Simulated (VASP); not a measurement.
# Sb (P6_3/mmc) in VASP: a series of runs, part 2 of 2

VASP 6.6.1. The steps go on from the part before.

**3. Single point, PBEsol (25.15 Å³/atom)**

This run uses another cell than the first one, of 25.15 Å³/atom.

Contents of INCAR:

```
SYSTEM = Sb
PREC     = Accurate       ! precision mode
ENCUT    = 520            ! plane-wave cutoff, eV
EDIFF    = 1E-6           ! SCF threshold, eV
ISMEAR   = -1             ! smearing method
SIGMA    = 0.05           ! smearing width, eV
LREAL    = .False.        ! projectors in reciprocal space
LASPH    = .True.         ! aspherical terms in the spheres
NELM     = 80             ! most SCF steps
ALGO     = Normal         ! electronic algorithm
ISIF     = 2              ! what is computed and relaxed
LWAVE    = .False.        ! write WAVECAR
LCHARG   = .False.        ! write CHGCAR
GGA      = PS             ! functional
NBANDS   = 12             ! bands
```

Contents of KPOINTS:

```
regular mesh
0
Gamma
  12 12 7
  0 0 0
```

Contents of POSCAR:

```
Sb
1.0
    3.3234675684      0.0000000000      0.0000000000
   -1.6617337843      2.8782073429      0.0000000000
    0.0000000000      0.0000000000      5.2579641425
Sb
2
Direct
    0.3333333333      0.6666666667      0.2500000000
    0.6666666667      0.3333333333      0.7500000000
```

Potentials or basis: VASP PAW PBE potentials, release 64 (Sb).

Run with:

```sh
$ cat potpaw_PBE.64/Sb/POTCAR > POTCAR
$ mpirun -np 1 vasp_std > vasp.out
```

OUTCAR:

```text
SYSTEM = Sb
   PREC = Accurate
   ENCUT = 520
   EDIFF = 1E-6
   ISMEAR = -1
   LREAL = .False.
   LASPH = .True.
   NELM = 80
   ISIF = 2
   GGA = PS

 ion  position               nearest neighbor table
   1  0.333  0.667  0.250-   2 3.25   2 3.25   2 3.25   2 3.25   2 3.25   2 3.25
   2  0.667  0.333  0.750-   1 3.25   1 3.25   1 3.25   1 3.25   1 3.25   1 3.25

  LATTYP: Found a hexagonal cell.
 ALAT       =     3.3234675684
 C/A-ratio  =     1.5820717471

  Lattice vectors:

 A1 = (   3.3234675684,   0.0000000000,   0.0000000000)
 A2 = (  -1.6617337843,   2.8782073429,   0.0000000000)
 A3 = (   0.0000000000,   0.0000000000,   5.2579641425)

Analysis of symmetry for initial positions (statically):
=====================================================================
 Subroutine PRICEL returns:
 Original cell was already a primitive cell.

 Routine SETGRP: Setting up the symmetry group for a
 hexagonal supercell.

 Subroutine GETGRP returns: Found 24 space group operations
 (whereof 12 operations were pure point group operations)
 out of a pool of 24 trial point group operations.

The static configuration has the point symmetry D_3d.
 The point group associated with its full space group is D_6h.

Analysis of symmetry for dynamics (positions and initial velocities):
=====================================================================
 Subroutine PRICEL returns:
 Original cell was already a primitive cell.

 Routine SETGRP: Setting up the symmetry group for a
 hexagonal supercell.

 Subroutine GETGRP returns: Found 24 space group operations
 (whereof 12 operations were pure point group operations)
 out of a pool of 24 trial point group operations.

The dynamic configuration has the point symmetry D_3d.
 The point group associated with its full space group is D_6h.

 Subroutine INISYM returns: Found 24 space group operations
 (whereof 12 operations are pure point group operations),
 and found     1 'primitive' translations

----------------------------------------------------------------------------------------

[... 122 lines left out ...]
   LRPA    =     F    only Hartree local field effects (RPA)
 non-spin polarized calculation
  energy-cutoff  :      520.00
  volume of cell :       50.30
 maximum number of plane-waves:      1387
 NGX is ok and might be reduce to    28
   NGX = 13   NGY = 13   NGZ = 19

 number of electron      10.0000000 magnetization

 Free energy of the ion-electron system (eV)
  ---------------------------------------------------
  ext. energy  EPLUGINS =         0.00000000
  ---------------------------------------------------
  free energy    TOTEN  =        -8.66402791 eV

  energy without entropy =       -8.65297240  energy(sigma->0) =       -8.65850016

 E-fermi :   9.3260     XC(G=0): -10.6294

 val. band max:        9.3254953195   @ k =   0.1667   0.0000   0.0000
 cond. band min:       9.3503877758   @ k =   0.3333   0.2500   0.0000
 fundamental gap:      0.0248924563
 Fermi energy:         9.3260387892

 k-point     1 :       0.0000    0.0000    0.0000
  band No.  band energies     occupation
      1      -4.2032      2.00000
      2       0.2825      2.00000
      3       3.0788      2.00000
      4      12.8128      0.00000
      5      12.8128      0.00000
      6      14.7007      0.00000
      7      14.7007      0.00000
      8      15.7268      0.00000
      9      16.9050      0.00000
     10      18.1686      0.00000
     11      19.4127      0.00000
     12      19.4127      0.00000
[... 331 lines left out ...]
 k-point    24 :       0.3333    0.0000    0.1429
  band No.  band energies     occupation
      1      -2.0973      2.00000
      2       1.2760      2.00000
      3       4.9102      2.00000
      4       6.3394      2.00000
      5       8.3476      2.00000
      6      10.0750      0.00000
      7      11.9472      0.00000
      8      13.4135      0.00000
      9      14.2481      0.00000
     10      16.6588      0.00000
     11      18.4915      0.00000
     12      19.3103      0.00000

 [... further k-points ...]

------------------------ aborting loop because EDIFF is reached ----------------------------------------

  FORCE on cell =-STRESS in cart. coord.  units (eV):
  Direction    XX          YY          ZZ          XY          YZ          ZX
  --------------------------------------------------------------------------------------
  -------------------------------------------------------------------------------------
  Total        1.0362757      1.0362757      0.6399401     -0.0000000      0.0000000      0.0000000
  in kB       33.0107010     33.0107010     20.3853791     -0.0000000      0.0000000      0.0000000
  external PRESSURE =      28.8022603 kB  Pullay stress =       0.0000000 kB

 VOLUME and BASIS-vectors are now :
 -----------------------------------------------------------------------------
  energy-cutoff  :      520.00
  volume of cell :       50.30
      direct lattice vectors                 reciprocal lattice vectors
     3.323467568  0.000000000  0.000000000     0.300890555  0.173719243  0.000000000
    -1.661733784  2.878207343  0.000000000     0.000000000  0.347438485  0.000000000
     0.000000000  0.000000000  5.257964142     0.000000000  0.000000000  0.190187680

 POSITION                                       TOTAL-FORCE (eV/Angst)
 -----------------------------------------------------------------------------------
     -0.00000      1.91880      1.31449        -0.000000     -0.000000      0.000000
      1.66173      0.95940      3.94347         0.000000      0.000000      0.000000
 -----------------------------------------------------------------------------------
    total drift:                               -0.000000      0.000000      0.000000

  FREE ENERGIE OF THE ION-ELECTRON SYSTEM (eV)
  ---------------------------------------------------
  free  energy   TOTEN  =        -8.6640279107 eV

  energy  without entropy=       -8.6529724004  energy(sigma->0) =       -8.65850016
```

stdout:

```text
POSCAR found type information on POSCAR Sb
 POSCAR found :  1 types and       2 ions
 scaLAPACK will be used
 -----------------------------------------------------------------------------
|                                                                             |
|                                                                             |
|     You enforced a specific xc type in the INCAR file but a different       |
|     I HOPE YOU KNOW WHAT YOU ARE DOING!                                     |
|                                                                             |
 -----------------------------------------------------------------------------

 LDA part: xc-table for (Slater+PW92), standard interpolation
 POSCAR, INCAR and KPOINTS ok, starting setup
 FFT: planning ... GRIDC
 FFT: planning ... GRID_SOFT
 FFT: planning ... GRID
 WAVECAR not read
 entering main loop
```

Wall time 39 s (1 thread of Intel Xeon 8259CL, shared host); peak memory 0.2 GiB.

What came out:

* Free energy: -8.6640 eV
* Pressure: 2.9 GPa
* Band gap on the k mesh: zero (bands 5 and 6 overlap by 7.35 eV)

Caveat: the PAW data sets were made with another functional, which shifts forces and pressure a little; spin-orbit coupling is left out, which moves the levels of the heavy elements.

The gap in the log of VASP goes by the Fermi energy; the results here count the filled bands.